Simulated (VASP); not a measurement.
# V (I4/mmm) in VASP: a series of runs

The runs below take V through single point, with PBEsol.

Everything below comes from runs of VASP 6.6.1. Logs are shortened: lines on timing, memory, paths and dates and some standing lists are left out, and cuts for length are marked.

### Step 1. The cell of the first run

The structure is tetragonal, space group I4/mmm (No. 139). Conventional cell: a = 3.026 Å, b = 3.026 Å, c = 3.268 Å, α = 90.00°, β = 90.00°, γ = 90.00°. V (site symmetry 4/mmm) has 14 V at 2.69 to 3.27 Å within 3.5 Å.

### Step 2. Single point, PBEsol (strain +0.000 along x and y, +0.080 along z)

INCAR

```
SYSTEM = V
PREC = Accurate
ENCUT = 520
EDIFF = 1E-7
ISMEAR = 0
SIGMA = 0.15
LREAL = .False.
LASPH = .True.
NELM = 60
ALGO = Fast
ISIF = 2
LWAVE = .False.
LCHARG = .True.
GGA = PS
LELF = .True.
LVHAR = .True.
NBANDS = 12
```

KPOINTS

```
regular mesh
0
Gamma
  22 22 22
  0 0 0
```

POSCAR

```
V
1.0
   -1.5130000000      1.5130000000      1.6340400000
    1.5130000000     -1.5130000000      1.6340400000
    1.5130000000      1.5130000000     -1.6340400000
V
1
Direct
    0.0000000000      0.0000000000      0.0000000000
```

Potentials or basis: VASP PAW PBE potentials, release 64 (V_sv).

The run is started by

```
$ cat potpaw_PBE.64/V_sv/POTCAR > POTCAR
$ mpirun -np 1 vasp_std > vasp.out
```

OUTCAR:

```text
SYSTEM = V
   PREC = Accurate
   ENCUT = 520
   EDIFF = 1E-7
   ISMEAR = 0
   LREAL = .False.
   LASPH = .True.
   NELM = 60
   ISIF = 2
   GGA = PS

 ion  position               nearest neighbor table
   1  0.000  0.000  0.000-

  LATTYP: Found a body centered tetragonal cell.
 ALAT       =     3.0260000000
 C/A-ratio  =     1.0800000000

  Lattice vectors:

 A1 = (  -1.5130000000,   1.5130000000,   1.6340400000)
 A2 = (   1.5130000000,  -1.5130000000,   1.6340400000)
 A3 = (   1.5130000000,   1.5130000000,  -1.6340400000)

Analysis of symmetry for initial positions (statically):
=====================================================================
 Subroutine PRICEL returns:
 Original cell was already a primitive cell.

 Routine SETGRP: Setting up the symmetry group for a
 body centered tetragonal supercell.

 Subroutine GETGRP returns: Found 16 space group operations
 (whereof 16 operations were pure point group operations)
 out of a pool of 16 trial point group operations.

The static configuration has the point symmetry D_4h.

Analysis of symmetry for dynamics (positions and initial velocities):
=====================================================================
 Subroutine PRICEL returns:
 Original cell was already a primitive cell.

 Routine SETGRP: Setting up the symmetry group for a
 body centered tetragonal supercell.

 Subroutine GETGRP returns: Found 16 space group operations
 (whereof 16 operations were pure point group operations)
 out of a pool of 16 trial point group operations.

The dynamic configuration has the point symmetry D_4h.

 Subroutine INISYM returns: Found 16 space group operations
 (whereof 16 operations are pure point group operations),
 and found     1 'primitive' translations

----------------------------------------------------------------------------------------

                                     Primitive cell

  volume of cell :      14.9624

  direct lattice vectors                    reciprocal lattice vectors
    -1.513000000  1.513000000  1.634040000     0.000000000  0.330469266  0.305990061
     1.513000000 -1.513000000  1.634040000     0.330469266  0.000000000  0.305990061
     1.513000000  1.513000000 -1.634040000     0.330469266  0.330469266  0.000000000

  length of vectors
     2.692289866  2.692289866  2.692289866     0.450377457  0.450377457  0.467354118

  position of ions in fractional coordinates (direct lattice)
     0.000000000  0.000000000  0.000000000

  ion indices of the primitive-cell ions
   primitive index   ion index
                 1           1

----------------------------------------------------------------------------------------

 KPOINTS: regular mesh

Automatic generation of k-mesh.
 Grid dimensions read from file:
 generate k-points for:   22   22   22

 Generating k-lattice:

  Cartesian coordinates                     Fractional coordinates (reciprocal lattice)
     0.000000000  0.015021330  0.013908639     0.045454545  0.000000000  0.000000000
     0.015021330  0.000000000  0.013908639     0.000000000  0.045454545  0.000000000
     0.015021330  0.015021330  0.000000000     0.000000000  0.000000000  0.045454545

  Length of vectors
     0.020471703  0.020471703  0.021243369

  Shift w.r.t. Gamma in fractional coordinates (k-lattice)
     0.000000000  0.000000000  0.000000000

 Subroutine IBZKPT returns following result:
 ===========================================

 Found    834 irreducible k-points:

 Following reciprocal coordinates:
            Coordinates               Weight
  0.000000  0.000000  0.000000      1.000000
  0.045455  0.000000 -0.000000      8.000000
  0.090909  0.000000 -0.000000      8.000000
  0.136364  0.000000  0.000000      8.000000
  0.181818  0.000000  0.000000      8.000000
  0.227273  0.000000  0.000000      8.000000
[... 16 lines left out ...]
  0.500000  0.045455 -0.000000     16.000000
 -0.454545  0.045455 -0.000000     16.000000
 [... further k-points ...]
   k-points           NKPTS =    834   k-points in BZ     NKDIM =    834   number of bands    NBANDS=     12
   number of dos      NEDOS =    301   number of ions     NIONS =      1
   total plane-waves  NPLWV =   8000
   dimension x,y,z NGX =    20 NGY =   20 NGZ =   20
   dimension x,y,z NGXF=    40 NGYF=   40 NGZF=   40
   ions per type =               1
   NGX,Y,Z   is equivalent  to a cutoff of  12.35, 12.35, 12.35 a.u.
   NGXF,Y,Z  is equivalent  to a cutoff of  24.70, 24.70, 24.70 a.u.
 SYSTEM =  V
   PREC   = accura    normal or accurate (medium, high low for compatibility)
   ISTART =      0    job   : 0-new  1-cont  2-samecut
   ICHARG =      2    charge: 1-file 2-atom 10-const
   ISPIN  =      1    spin polarized calculation?
   LNONCOLLINEAR =      F non collinear calculations
   LSORBIT =      F    spin-orbit coupling
   LASPH  =      T    aspherical Exc in radial PAW
   ENCUT  =  520.0 eV  38.22 Ry    6.18 a.u.   5.01  5.01  5.01*2*pi/ulx,y,z
   NELM   =     60;   NELMIN=  2; NELMDL= -5     # of ELM steps
   EDIFF  = 0.1E-06   stopping-criterion for ELM
   LREAL  =      F    real-space projection
   EDIFFG = 0.1E-05   stopping-criterion for IOM
   NSW    =      0    number of steps for IOM
   IBRION =     -1    ionic relax: 0-MD 1-quasi-New 2-CG
   NFREE  =      0    steps in history (QN), initial steepest desc. (CG)
   ISIF   =      2    stress and relaxation
   ISYM   =      2    0-nonsym 1-usesym 2-fastsym
   POTIM  = 0.5000    time-step for ionic-motion
   TEBEG  =    0.0;   TEEND  =   0.0 temperature during run
   PSTRESS=    0.0 pullay stress
   NELECT =      13.0000    total number of electrons
   NUPDOWN=      -1.0000    fix difference up-down
   EMIN   =  10.00;   EMAX   =-10.00  energy-range for DOS
   EFERMI =   0.00;   METHOD = LEGACY
   ISMEAR =     0;   SIGMA  =   0.15  broadening in eV -4-tet -1-fermi 0-gaus
   EFERMI_NEDOS =   21; number of points for ismear=-14 and -15
   IALGO  =     68    algorithm
   IMIX   =      4    mixing-type and parameters
     AMIX     =   0.40;   BMIX     =  1.00
     AMIX_MAG =   1.60;   BMIX_MAG =  1.00
  volume/ion in A,a.u.               =      14.96       100.97
  Fermi-wavevector in a.u.,A,eV,Ry     =   1.562149  2.952033 33.202424  2.440309
  Thomas-Fermi vector in A             =   2.665110
   LORBIT       =      0    0 simple, 1 ext, 2 COOP (PROOUT), +10 PAW based schemes
   GGA     = PS    functional components
   LHFCALC =     F    Hartree Fock is set to
   AEXX    =    0.0000 exact exchange contribution
   IVDW    =     0    specifies the selected vdW correction
   LEPSILON=     F    determine dielectric tensor
   LRPA    =     F    only Hartree local field effects (RPA)
 non-spin polarized calculation
 RMM-DIIS sequential band-by-band and
 Gauss-broadening in eV      SIGMA  =   0.15
  energy-cutoff  :      520.00
  volume of cell :       14.96
 maximum number of plane-waves:       418
   NGX =  9   NGY =  9   NGZ =  9

 number of electron      12.9999994 magnetization

 Free energy of the ion-electron system (eV)
  ---------------------------------------------------
  ext. energy  EPLUGINS =         0.00000000
  ---------------------------------------------------
  free energy    TOTEN  =        -9.47846890 eV

  energy without entropy =       -9.45602485  energy(sigma->0) =       -9.46724687

 E-fermi :   8.3396     XC(G=0): -12.4905

 val. band max:        8.3394473559   @ k =  -0.2273  -0.2727   0.0909
 cond. band min:       8.3397772567   @ k =  -0.2727   0.4545   0.1364
 fundamental gap:      0.0003299008
 Fermi energy:         8.3395700365

 k-point     1 :       0.0000    0.0000    0.0000
  band No.  band energies     occupation
      1     -55.2939      2.00000
      2     -28.8407      2.00000
      3     -28.8401      2.00000
      4     -28.8401      2.00000
      5       1.9706      2.00000
      6       8.5659      0.03283
      7       8.5659      0.03283
      8       9.0632      0.00000
      9      10.1312      0.00000
     10      10.6813      0.00000
     11      27.1070      0.00000
     12      28.4907      0.00000

 k-point     2 :       0.0455    0.0000   -0.0000
  band No.  band energies     occupation
      1     -55.2913      2.00000
      2     -28.8541      2.00000
      3     -28.8440      2.00000
      4     -28.8404      2.00000
      5       2.0452      2.00000
      6       8.5620      0.03597
      7       8.5799      0.02348
      8       9.0713      0.00000
      9      10.1100      0.00000
     10      10.6670      0.00000
     11      27.0637      0.00000
     12      28.3296      0.00000

 k-point     3 :       0.0909    0.0000   -0.0000
  band No.  band energies     occupation
      1     -55.2838      2.00000
      2     -28.8940      2.00000
      3     -28.8554      2.00000
      4     -28.8404      2.00000
      5       2.2658      2.00000
      6       8.5435      0.05448
      7       8.5874      0.01945
      8       9.1307      0.00000
      9      10.0540      0.00000
     10      10.6325      0.00000
     11      26.8221      0.00000
     12      27.9258      0.00000
[... 286 lines left out ...]
 k-point    23 :       0.5000    0.0455   -0.0000
  band No.  band energies     occupation
      1     -55.1645      2.00000
      2     -29.4872      2.00000
      3     -29.0331      2.00000
      4     -28.8453      2.00000
      5       5.5216      2.00000
      6       7.6078      2.00000
      7       9.2598      0.00000
      8      10.1026      0.00000
      9      10.8820      0.00000
     10      11.9563      0.00000
     11      17.1183      0.00000
     12      23.7314      0.00000

 k-point    24 :      -0.4545    0.0455   -0.0000
  band No.  band energies     occupation
      1     -55.1695      2.00000
      2     -29.4632      2.00000
      3     -29.0252      2.00000
      4     -28.8459      2.00000
      5       5.4759      2.00000
      6       7.6487      2.00000
      7       8.9722      0.00000
      8      10.1050      0.00000
      9      10.8507      0.00000
     10      11.7789      0.00000
     11      17.6818      0.00000
     12      23.9044      0.00000

 [... further k-points ...]
[... 5 lines left out ...]
  --------------------------------------------------------------------------------------
  -------------------------------------------------------------------------------------
  Total       -1.7311238     -1.7311238     -2.3894367      0.0000000      0.0000000      0.0000000
  in kB     -185.3694620   -185.3694620   -255.8618725      0.0000000      0.0000000      0.0000000
  external PRESSURE =    -208.8669322 kB  Pullay stress =       0.0000000 kB

 VOLUME and BASIS-vectors are now :
 -----------------------------------------------------------------------------
  energy-cutoff  :      520.00
  volume of cell :       14.96
      direct lattice vectors                 reciprocal lattice vectors
    -1.513000000  1.513000000  1.634040000     0.000000000  0.330469266  0.305990061
     1.513000000 -1.513000000  1.634040000     0.330469266  0.000000000  0.305990061
     1.513000000  1.513000000 -1.634040000     0.330469266  0.330469266  0.000000000

 POSITION                                       TOTAL-FORCE (eV/Angst)
 -----------------------------------------------------------------------------------
      0.00000      0.00000      0.00000        -0.000000      0.000000     -0.000000
 -----------------------------------------------------------------------------------
    total drift:                                0.000000     -0.000000      0.000000

  FREE ENERGIE OF THE ION-ELECTRON SYSTEM (eV)
  ---------------------------------------------------
  free  energy   TOTEN  =        -9.4784689006 eV

  energy  without entropy=       -9.4560248463  energy(sigma->0) =       -9.46724687
```

Wall time 75 s (1 thread of Intel Xeon 6975P-C (Granite Rapids), shared host); peak memory 0.24 GiB.

Results:

```
Free energy : -9.4785 eV
Pressure    : -20.9 GPa
```

Levels at points of the mesh, in eV from the Fermi level:
```
           k point  band 3  band 4  band 5  band 6  band 7  band 8  band 9  band 10
(0.00, 0.00, 0.00)  -37.18  -37.18   -6.37    0.23    0.23    0.72    1.79     2.34
(0.50, 0.00, 0.00)  -37.37  -37.18   -2.86   -0.74    1.13    1.73    2.48     3.52
(0.50, 0.50, 0.00)  -37.41  -37.21   -2.88   -1.37    1.69    2.46    2.59     3.62
(0.50, 0.50, 0.50)  -37.59  -37.59   -2.68   -2.48    3.15    3.29    3.29     7.68
```

Caveat: the cell differs from its parent crystal (strain +0.000 along x and y, +0.080 along z); the PAW data sets were made with another functional, which shifts forces and pressure a little.

### Step 3. Single point, PBEsol (strain -0.080 along x and y, +0.080 along z)

INCAR

```
  ALGO = Normal
  EDIFF = 1E-6
  ENCUT = 520
  GGA = PS
  ISIF = 2
  ISMEAR = 0
  LASPH = True
  LCHARG = False
  LREAL = False
  LWAVE = False
  NBANDS = 12
  NELM = 100
  PREC = Accurate
  SIGMA = 0.15
```

KPOINTS

```
k-points
0
Gamma
  22 22 22
```

POSCAR

```
V
1.0
   -1.3919600000      1.3919600000      1.6340400000
    1.3919600000     -1.3919600000      1.6340400000
    1.3919600000      1.3919600000     -1.6340400000
V
1
Direct
    0.0000000000      0.0000000000      0.0000000000
```

Potentials or basis: VASP PAW PBE potentials, release 64 (V_sv).

The run is started by

```
$ cat potpaw_PBE.64/V_sv/POTCAR > POTCAR
$ mpirun -np 1 vasp_std > vasp.out
```

Wall time 51 s (1 thread of Intel Xeon 6975P-C (Granite Rapids), shared host); peak memory 0.22 GiB.

Results (log left out):

```yaml
Free_energy: -9.5409 eV
Pressure: 7.2 GPa
```

Stress tensor (GPa, compression positive):
```
14.47  0.00  0.00
 0.00 14.47  0.00
 0.00  0.00 -7.38
```

Levels at points of the mesh, in eV from the Fermi level:
| k point | band 3 | band 4 | band 5 | band 6 | band 7 | band 8 | band 9 | band 10 |
| --- | --- | --- | --- | --- | --- | --- | --- | --- |
| (0.00, 0.00, 0.00) | -36.81 | -36.81 | -6.84 | 0.08 | 0.08 | 1.27 | 1.58 | 2.89 |
| (0.50, 0.00, 0.00) | -37.07 | -36.83 | -3.45 | -0.72 | 1.42 | 1.42 | 3.21 | 4.15 |
| (0.50, 0.50, 0.00) | -37.22 | -36.94 | -3.63 | -2.28 | 2.77 | 3.34 | 3.40 | 4.44 |
| (0.50, 0.50, 0.50) | -37.41 | -37.41 | -3.64 | -3.11 | 3.74 | 4.06 | 4.06 | 7.32 |

Caveat: the cell differs from its parent crystal (strain -0.080 along x and y, +0.080 along z); the PAW data sets were made with another functional, which shifts forces and pressure a little.

### Step 4. Single point, PBEsol (strain +0.000 along x and y, -0.080 along z)

INCAR

```
SYSTEM = V
  PREC = Accurate
  ENCUT = 520
  EDIFF = 1E-6
  ISMEAR = 0
  SIGMA = 0.15
  LREAL = .False.
  LASPH = .True.
  NELM = 100
  ALGO = Fast
  ISIF = 2
  LWAVE = .False.
  LCHARG = .False.
  GGA = PS
  NBANDS = 12
```

KPOINTS

```
regular mesh
0
Gamma
  22 22 22
  0 0 0
```

POSCAR

```
V
1.0
   -1.5130000000      1.5130000000      1.3919600000
    1.5130000000     -1.5130000000      1.3919600000
    1.5130000000      1.5130000000     -1.3919600000
V
1
Direct
    0.0000000000      0.0000000000      0.0000000000
```

The run is started by

```
$ cat potpaw_PBE.64/V_sv/POTCAR > POTCAR
$ mpirun -np 1 vasp_std > vasp.out
```

Wall time 59 s (1 thread of Intel Xeon 6975P-C (Granite Rapids), shared host); peak memory 0.22 GiB.

It converged, with:

```
Free energy : -9.6175 eV
Pressure    : 4.1 GPa
```

Stress tensor (GPa, compression positive):
```
 0.83  0.00  0.00
 0.00  0.83  0.00
 0.00  0.00 10.54
```

Levels at points of the mesh, in eV from the Fermi level:
```tsv
k point	band 3	band 4	band 5	band 6	band 7	band 8	band 9	band 10
(0.00, 0.00, 0.00)	-36.73	-36.73	-6.74	-0.06	0.69	0.69	2.04	2.93
(0.50, 0.00, 0.00)	-37.08	-36.79	-3.43	-1.53	2.11	2.55	3.35	4.42
(0.50, 0.50, 0.00)	-37.02	-36.70	-3.34	-0.65	1.36	1.99	2.71	4.34
(0.50, 0.50, 0.50)	-37.52	-37.35	-3.42	-3.16	3.94	3.94	4.14	9.76
```

Caveat: the cell differs from its parent crystal (strain +0.000 along x and y, -0.080 along z); the PAW data sets were made with another functional, which shifts forces and pressure a little.

### Step 5. The runs side by side

| cell | gap on the mesh (eV) | pressure (GPa) |
| --- | --- | --- |
| a = 2.692 Å, angles 111.6, 111.6, 105.3°, 1 atom | none | -20.9 |
| a = 2.558 Å, angles 114.1, 114.1, 100.6°, 1 atom | none | 7.2 |
| a = 2.553 Å, angles 107.3, 107.3, 113.9°, 1 atom | none | 4.1 |

Alike in all rows: task single point; level PBEsol; potentials or basis VASP PAW PBE potentials, release 64 (V_sv); no spin polarisation; k mesh 22 × 22 × 22; cutoff (eV) 520; smearing gaussian 0.15 eV.

Caveats: the PAW data sets were made with another functional, which shifts forces and pressure a little.

Absolute energies hang on the potentials; compare differences alone.
